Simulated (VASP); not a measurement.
Wanted: the native input for a VASP 6.6.1 run.

```
Task                   : single point
Functional             : PBE
Potentials or basis    : VASP PAW PBE potentials, release 64 (Nb_sv, N)
Cutoff                 : 520 eV
k mesh                 : 8 × 8 × 1
Occupations            : gaussian, width 0.1 eV
Spin                   : collinear spin, ferromagnetic start
Starting moments       : [0.0, 0.0, 0.0, 0.0, 3.0] μB
Dipole correction      : yes
Further INCAR settings : ALGO = Normal; EDIFF = 1e-06; NBANDS = 40
```

The structure of Nb4N lies in POSCAR:

```
Nb4N
1.0
    3.3111160015      0.0000000000      0.0000000000
    0.0000000000      3.3111160015      0.0000000000
    0.0000000000      0.0000000000     21.7993006655
Nb N
4 1
Direct
    0.5000000000      0.5000000000      0.1834921249
    0.0000000000      0.0000000000      0.2594375887
    0.5000000000      0.5000000000      0.3336918596
    0.0000000000      0.0000000000      0.4036505941
    0.2500000000      0.2500000000      0.4944791960
```

The input as run:

INCAR

```
PREC = Accurate ; ENCUT = 520
EDIFF = 1E-6 ; ISMEAR = 0
SIGMA = 0.1 ; LREAL = False
LASPH = True ; NELM = 150
ALGO = Normal ; ISIF = 2
LWAVE = False ; LCHARG = False
ISPIN = 2 ; MAGMOM = 0 0 0 0 3
LORBIT = 11 ; LMAXMIX = 4
LDIPOL = True ; IDIPOL = 3
DIPOL = 0.5 0.5 0.335 ; GGA = PE
NBANDS = 40
```

KPOINTS

```
Automatic mesh
0
Gamma
  8 8 1
```

Potentials or basis: VASP PAW PBE potentials, release 64 (Nb_sv, N).

The run is started by

```console
$ cat potpaw_PBE.64/Nb_sv/POTCAR potpaw_PBE.64/N/POTCAR > POTCAR
$ mpirun -np 1 vasp_std > vasp.out
```

It gave:

The largest force is 4.547 eV/Å and the net moment is 0.90 μB per cell. The site moments are Nb -0.23, -0.01, +0.10, -0.30; N +1.04 μB. The valence electrons inside the program's atomic spheres are Nb 10.59, 10.70, 10.78, 10.57; N 3.33.

It took 18 min on 1 thread of Intel(R) Xeon(R) Platinum 8488C (Sapphire Rapids), on a shared host, peak memory 0.61 GiB.
